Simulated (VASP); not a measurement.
# NaF (Villiaumite) (I4/mmm) in VASP: notebook

The runs below take NaF (Villiaumite) through single point, with PBE, r2SCAN.

Program: VASP 6.6.1. These are calculated values, not measurements. Logs are shortened: lines on timing, memory, paths and dates and some standing lists are left out, and cuts for length are marked.

### 1 The cell of the first run

Symmetry: I4/mmm, No. 139, tetragonal system. Conventional cell: a = 3.339 Å, b = 3.339 Å, c = 4.594 Å, α = 90.00°, β = 90.00°, γ = 90.00°. Na (site symmetry 4/mmm) has 6 F at 2.30 to 2.36 Å within 3.0 Å. F (site symmetry 4/mmm) has 6 Na at 2.30 to 2.36 Å within 3.0 Å.

### 2 Single point, PBE (biaxial xy strain +2.8%)

INCAR reads:

```
PREC     = Accurate       # precision mode
ENCUT    = 520            # plane-wave cutoff, eV
EDIFF    = 1E-6           # SCF threshold, eV
ISMEAR   = -1             # smearing method
SIGMA    = 0.02           # smearing width, eV
LREAL    = False          # projectors in reciprocal space
LASPH    = True           # aspherical terms in the spheres
NELM     = 100            # most SCF steps
ALGO     = Normal         # electronic algorithm
ISIF     = 2              # what is computed and relaxed
LWAVE    = False          # write WAVECAR
LCHARG   = False          # write CHGCAR
GGA      = PE             # functional
NBANDS   = 14             # bands
```

KPOINTS reads:

```
regular mesh
0
Gamma
  10 10 10
```

POSCAR reads:

```
NaF
1.0
    0.0000000000      2.3611051017      2.2972417802
    2.3611051017      0.0000000000      2.2972417802
    2.3611051017      2.3611051017      0.0000000000
Na F
1 1
Direct
    0.0000000000      0.0000000000      0.0000000000
    0.5000000000      0.5000000000      0.5000000000
```

Potentials or basis: VASP PAW PBE potentials, release 64 (Na_pv, F).

On the command line:

```bash
$ cat potpaw_PBE.64/Na_pv/POTCAR potpaw_PBE.64/F/POTCAR > POTCAR
$ mpirun -np 1 vasp_std > vasp.out
```

OUTCAR:

```text
PREC = Accurate
   ENCUT = 520
   EDIFF = 1E-6
   ISMEAR = -1
   LREAL = False
   LASPH = True
   NELM = 100
   ISIF = 2
   GGA = PE

 ion  position               nearest neighbor table
   1  0.000  0.000  0.000-   2 2.30   2 2.30
   2  0.500  0.500  0.500-   1 2.30   1 2.30

  LATTYP: Found a body centered tetragonal cell.
 ALAT       =     3.3391068570
 C/A-ratio  =     1.3759618237

  Lattice vectors:

 A1 = (   0.0000000000,  -2.3611051017,  -2.2972417802)
 A2 = (   0.0000000000,   2.3611051017,  -2.2972417802)
 A3 = (   2.3611051017,   0.0000000000,   2.2972417802)

Analysis of symmetry for initial positions (statically):
=====================================================================
 Subroutine PRICEL returns:
 Original cell was already a primitive cell.

 Routine SETGRP: Setting up the symmetry group for a
 body centered tetragonal supercell.

 Subroutine GETGRP returns: Found 16 space group operations
 (whereof 16 operations were pure point group operations)
 out of a pool of 16 trial point group operations.

The static configuration has the point symmetry D_4h.

Analysis of symmetry for dynamics (positions and initial velocities):
=====================================================================
 Subroutine PRICEL returns:
 Original cell was already a primitive cell.

 Routine SETGRP: Setting up the symmetry group for a
 body centered tetragonal supercell.

 Subroutine GETGRP returns: Found 16 space group operations
 (whereof 16 operations were pure point group operations)
 out of a pool of 16 trial point group operations.

The dynamic configuration has the point symmetry D_4h.

 Subroutine INISYM returns: Found 16 space group operations
 (whereof 16 operations are pure point group operations),
 and found     1 'primitive' translations

----------------------------------------------------------------------------------------

                                     Primitive cell

  volume of cell :      25.6134

  direct lattice vectors                    reciprocal lattice vectors
     0.000000000  2.361105102  2.297241780    -0.211765245  0.211765245  0.217652319
     2.361105102  0.000000000  2.297241780     0.211765245 -0.211765245  0.217652319
     2.361105102  2.361105102  0.000000000     0.211765245  0.211765245 -0.217652319

  length of vectors
     3.294258201  3.294258201  3.339106857     0.370218273  0.370218273  0.370218273

  position of ions in fractional coordinates (direct lattice)
     0.000000000  0.000000000  0.000000000
     0.500000000  0.500000000  0.500000000

  ion indices of the primitive-cell ions
   primitive index   ion index
                 1           1
                 2           2

----------------------------------------------------------------------------------------

 KPOINTS: regular mesh

Automatic generation of k-mesh.
 Grid dimensions read from file:
 generate k-points for:   10   10   10

 Generating k-lattice:

  Cartesian coordinates                     Fractional coordinates (reciprocal lattice)
    -0.021176524  0.021176524  0.021765232     0.100000000  0.000000000  0.000000000
     0.021176524 -0.021176524  0.021765232     0.000000000  0.100000000  0.000000000
     0.021176524  0.021176524 -0.021765232    -0.000000000 -0.000000000  0.100000000

  Length of vectors
     0.037021827  0.037021827  0.037021827

  Shift w.r.t. Gamma in fractional coordinates (k-lattice)
     0.000000000  0.000000000  0.000000000

 Subroutine IBZKPT returns following result:
 ===========================================

 Found    102 irreducible k-points:

 Following reciprocal coordinates:
            Coordinates               Weight
  0.000000  0.000000  0.000000      1.000000
  0.100000 -0.000000  0.000000      8.000000
  0.200000 -0.000000  0.000000      8.000000
  0.300000  0.000000  0.000000      8.000000
  0.400000  0.000000  0.000000      8.000000
  0.500000 -0.000000  0.000000      4.000000
[... 16 lines left out ...]
  0.300000  0.300000  0.000000      2.000000
  0.400000  0.300000  0.000000      8.000000
 [... further k-points ...]
   k-points           NKPTS =    102   k-points in BZ     NKDIM =    102   number of bands    NBANDS=     14
   number of dos      NEDOS =    301   number of ions     NIONS =      2
   total plane-waves  NPLWV =  21952
   dimension x,y,z NGX =    28 NGY =   28 NGZ =   28
   dimension x,y,z NGXF=    56 NGYF=   56 NGZF=   56
   ions per type =               1   1
   NGX,Y,Z   is equivalent  to a cutoff of  14.13, 14.13, 13.94 a.u.
   NGXF,Y,Z  is equivalent  to a cutoff of  28.26, 28.26, 27.88 a.u.
 SYSTEM =  unknown system
   PREC   = accura    normal or accurate (medium, high low for compatibility)
   ISTART =      0    job   : 0-new  1-cont  2-samecut
   ICHARG =      2    charge: 1-file 2-atom 10-const
   ISPIN  =      1    spin polarized calculation?
   LNONCOLLINEAR =      F non collinear calculations
   LSORBIT =      F    spin-orbit coupling
   LASPH  =      T    aspherical Exc in radial PAW
   ENCUT  =  520.0 eV  38.22 Ry    6.18 a.u.   6.13  6.13  6.21*2*pi/ulx,y,z
   NELM   =    100;   NELMIN=  2; NELMDL= -5     # of ELM steps
   EDIFF  = 0.1E-05   stopping-criterion for ELM
   LREAL  =      F    real-space projection
   EDIFFG = 0.1E-04   stopping-criterion for IOM
   NSW    =      0    number of steps for IOM
   IBRION =     -1    ionic relax: 0-MD 1-quasi-New 2-CG
   NFREE  =      0    steps in history (QN), initial steepest desc. (CG)
   ISIF   =      2    stress and relaxation
   ISYM   =      2    0-nonsym 1-usesym 2-fastsym
   POTIM  = 0.5000    time-step for ionic-motion
   TEBEG  =    0.0;   TEEND  =   0.0 temperature during run
   PSTRESS=    0.0 pullay stress
   NELECT =      14.0000    total number of electrons
   NUPDOWN=      -1.0000    fix difference up-down
   EMIN   =  10.00;   EMAX   =-10.00  energy-range for DOS
   EFERMI =   0.00;   METHOD = LEGACY
   ISMEAR =    -1;   SIGMA  =   0.02  broadening in eV -4-tet -1-fermi 0-gaus
   EFERMI_NEDOS =   21; number of points for ismear=-14 and -15
   IALGO  =     38    algorithm
   IMIX   =      4    mixing-type and parameters
     AMIX     =   0.40;   BMIX     =  1.00
     AMIX_MAG =   1.60;   BMIX_MAG =  1.00
  volume/ion in A,a.u.               =      12.81        86.42
  Fermi-wavevector in a.u.,A,eV,Ry     =   1.338531  2.529457 24.377081  1.791665
  Thomas-Fermi vector in A             =   2.466994
   LORBIT       =      0    0 simple, 1 ext, 2 COOP (PROOUT), +10 PAW based schemes
   GGA     = PE    functional components
   LHFCALC =     F    Hartree Fock is set to
   AEXX    =    0.0000 exact exchange contribution
   IVDW    =     0    specifies the selected vdW correction
   LEPSILON=     F    determine dielectric tensor
   LRPA    =     F    only Hartree local field effects (RPA)
 non-spin polarized calculation
  energy-cutoff  :      520.00
  volume of cell :       25.61
 maximum number of plane-waves:       700
 NGX is ok and might be reduce to    28
   NGX = 13   NGY = 13   NGZ = 13

 number of electron      14.0000001 magnetization

 Free energy of the ion-electron system (eV)
  ---------------------------------------------------
  ext. energy  EPLUGINS =         0.00000000
  ---------------------------------------------------
  free energy    TOTEN  =        -8.56528635 eV

  energy without entropy =       -8.56528635  energy(sigma->0) =       -8.56528635

 E-fermi :  -1.7974     XC(G=0):  -9.0162

 val. band max:       -2.2074570951   @ k =   0.0000   0.0000   0.0000
 cond. band min:       3.9345651917   @ k =   0.0000   0.0000   0.0000
 fundamental gap:      6.1420222868
 Fermi energy:        -1.7973688192

 k-point     1 :       0.0000    0.0000    0.0000
  band No.  band energies     occupation
      1     -21.3353      2.00000
      2     -21.2440      2.00000
      3     -21.2440      2.00000
      4     -21.2340      2.00000
      5      -2.2112      2.00000
      6      -2.2075      2.00000
      7      -2.2075      2.00000
      8       3.9346      0.00000
      9      16.5037      0.00000
     10      16.5037      0.00000
     11      16.6901      0.00000
     12      19.3694      0.00000
     13      21.1194      0.00000
     14      21.9041      0.00000

 k-point     2 :       0.1000   -0.0000    0.0000
  band No.  band energies     occupation
      1     -21.5224      2.00000
      2     -21.2454      2.00000
      3     -21.2390      2.00000
      4     -21.0401      2.00000
      5      -2.3980      2.00000
      6      -2.2322      2.00000
      7      -2.2321      2.00000
      8       4.2851      0.00000
      9      15.2956      0.00000
     10      16.6427      0.00000
     11      16.7829      0.00000
     12      20.7212      0.00000
     13      20.7579      0.00000
     14      21.4359      0.00000

 k-point     3 :       0.2000   -0.0000    0.0000
  band No.  band energies     occupation
      1     -21.7182      2.00000
      2     -21.2490      2.00000
      3     -21.2410      2.00000
      4     -20.8120      2.00000
      5      -2.8334      2.00000
      6      -2.2958      2.00000
      7      -2.2904      2.00000
      8       5.1907      0.00000
      9      13.5448      0.00000
     10      16.9757      0.00000
     11      17.1803      0.00000
     12      20.1365      0.00000
     13      20.7338      0.00000
     14      21.7950      0.00000
[... 324 lines left out ...]
 k-point    23 :       0.3000    0.3000    0.0000
  band No.  band energies     occupation
      1     -21.7135      2.00000
      2     -21.2778      2.00000
      3     -21.2778      2.00000
      4     -20.7445      2.00000
      5      -3.2328      2.00000
      6      -2.4932      2.00000
      7      -2.4932      2.00000
      8       7.2079      0.00000
      9      11.9366      0.00000
     10      15.6647      0.00000
     11      16.8077      0.00000
     12      16.8077      0.00000
     13      23.1170      0.00000
     14      23.4446      0.00000

 k-point    24 :       0.4000    0.3000    0.0000
  band No.  band energies     occupation
      1     -21.6794      2.00000
      2     -21.2858      2.00000
      3     -21.2833      2.00000
      4     -20.7684      2.00000
      5      -3.3343      2.00000
      6      -2.5929      2.00000
      7      -2.5457      2.00000
      8       8.2203      0.00000
      9      11.3702      0.00000
     10      14.4820      0.00000
     11      16.8936      0.00000
     12      16.9040      0.00000
     13      22.8188      0.00000
     14      23.8388      0.00000

 [... further k-points ...]
[... 5 lines left out ...]
  --------------------------------------------------------------------------------------
  -------------------------------------------------------------------------------------
  Total       -0.0239797     -0.0239797      0.3286765      0.0000000     -0.0000000      0.0000000
  in kB       -1.4999864     -1.4999864     20.5594686      0.0000000     -0.0000000      0.0000000
  external PRESSURE =       5.8531653 kB  Pullay stress =       0.0000000 kB

 VOLUME and BASIS-vectors are now :
 -----------------------------------------------------------------------------
  energy-cutoff  :      520.00
  volume of cell :       25.61
      direct lattice vectors                 reciprocal lattice vectors
     0.000000000  2.361105102  2.297241780    -0.211765245  0.211765245  0.217652319
     2.361105102  0.000000000  2.297241780     0.211765245 -0.211765245  0.217652319
     2.361105102  2.361105102  0.000000000     0.211765245  0.211765245 -0.217652319

 POSITION                                       TOTAL-FORCE (eV/Angst)
 -----------------------------------------------------------------------------------
      0.00000      0.00000      0.00000        -0.000000      0.000000      0.000000
      2.36111      2.36111      2.29724         0.000000     -0.000000     -0.000000
 -----------------------------------------------------------------------------------
    total drift:                                0.000000      0.000000      0.000000

  FREE ENERGIE OF THE ION-ELECTRON SYSTEM (eV)
  ---------------------------------------------------
  free  energy   TOTEN  =        -8.5652863501 eV

  energy  without entropy=       -8.5652863501  energy(sigma->0) =       -8.56528635
```

It used 28 s of CPU time on 1 thread of Intel Xeon 6975P-C, on a shared host.

What came out:

```
Free energy            : -8.5653 eV
Pressure               : 0.6 GPa
Band gap on the k mesh : 6.14 eV, direct
```

Stress tensor (GPa, compression positive):
```
-0.15  0.00  0.00
 0.00 -0.15  0.00
 0.00  0.00  2.06
```

Caveat: the cell differs from its parent crystal (biaxial xy strain +2.8%). A k mesh can miss the band edges.

### 3 Single point, r2SCAN (biaxial xy strain +2.8%)

POSCAR is that of step 2.

INCAR.step1 reads:

```
ALGO = Normal ; EDIFF = 1E-4
ENCUT = 520 ; GGA = PE
ISMEAR = 0 ; LASPH = True
LCHARG = False ; LREAL = False
LWAVE = True ; NBANDS = 14
NELM = 100 ; PREC = Accurate
SIGMA = 0.01
```

INCAR.step2 reads:

```
ALGO = Normal ; EDIFF = 1E-6
ENCUT = 520 ; ISIF = 2
ISMEAR = 0 ; ISTART = 1
LASPH = True ; LCHARG = True
LELF = True ; LMIXTAU = True
LREAL = False ; LVHAR = True
LWAVE = False ; METAGGA = R2SCAN
NBANDS = 14 ; NELM = 100
PREC = Accurate ; SIGMA = 0.01
```

KPOINTS reads:

```
k-points
0
Gamma
  10 10 10
```

Potentials or basis: VASP PAW PBE potentials, release 64 (Na_pv, F).

On the command line:

```bash
$ cat potpaw_PBE.64/Na_pv/POTCAR potpaw_PBE.64/F/POTCAR > POTCAR
$ cp INCAR.step1 INCAR
$ mpirun -np 1 vasp_std > vasp.out
$ cp INCAR.step2 INCAR
$ mpirun -np 1 vasp_std > vasp.out
```

It took 2.5 min on 1 thread of Intel Xeon 6975P-C, shared host; peak memory 0.17 GiB.

It converged, with:

| Quantity | Value |
| --- | --- |
| Free energy | -12.5849 eV |
| Pressure | -3.1 GPa |
| Band gap on the k mesh | 7.01 eV, direct |

Stress tensor (GPa, compression positive):
```
-3.74  0.00  0.00
 0.00 -3.74  0.00
 0.00  0.00 -1.85
```

Levels at points of the mesh, in eV from the valence-band top:
```csv
k point,band 3,band 4,band 5,band 6,band 7,band 8,band 9,band 10,band 11,band 12
"(0.00, 0.00, 0.00)",-19.59,-19.58,0.00,0.00,0.00,7.01,19.52,19.52,19.70,22.15
"(0.50, 0.00, 0.00)",-19.59,-19.07,-1.49,-0.26,-0.24,11.44,13.16,20.83,21.35,23.36
"(0.50, 0.50, 0.00)",-19.64,-19.64,-1.19,-0.42,-0.42,13.63,14.06,14.62,20.50,20.50
"(0.50, 0.00, 0.50)",-19.63,-19.63,-1.23,-0.39,-0.36,13.68,13.91,14.51,20.69,20.97
```

Caveat: the cell differs from its parent crystal (biaxial xy strain +2.8%); the PAW data sets were made with another functional, which shifts forces and pressure a little.
